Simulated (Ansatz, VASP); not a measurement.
**One calculation of CdTe, two programs**

```
Cd Te
1.0
     0.00000    3.34954    3.21762
     3.21762    0.00000    3.21762
     3.21762    3.34954    0.00000
Cd Te
1 1
Direct
  0.00000 0.00000 0.00000
  0.75000 0.75000 0.75000
```

Alike in both runs: task single point; functional LDA; k mesh 8 × 8 × 8; occupations gaussian, width 0.05 eV; no spin polarisation.

```csv
,VASP,Ansatz
version,VASP 6.6.1,Ansatz 0.2.0
potentials or method,"VASP PAW LDA potentials, release 64 (Cd, Te), cutoff 520 eV","scalar-relativistic, plane waves, PAW"
valence electrons in the cell,18,36
```

```csv
,VASP,Ansatz,Ansatz less VASP
gap on the k mesh at the Fermi level (eV),0.44,0.40,-0.039
least direct gap on the mesh (eV),0.44,0.40,-0.039
pressure (GPa),-1.9,-2.2,-0.22
"traceless stress, the component that is largest in VASP (GPa)",-0.57,-0.57,-0.005
```

LDA's correlation is that of Perdew and Zunger in VASP and of Perdew and Wang (1992) in Ansatz. VASP's potentials hold 18 valence electrons a cell and Ansatz's 36, so a difference there can come from the potentials and not from the codes.

Spin-orbit coupling is off throughout.
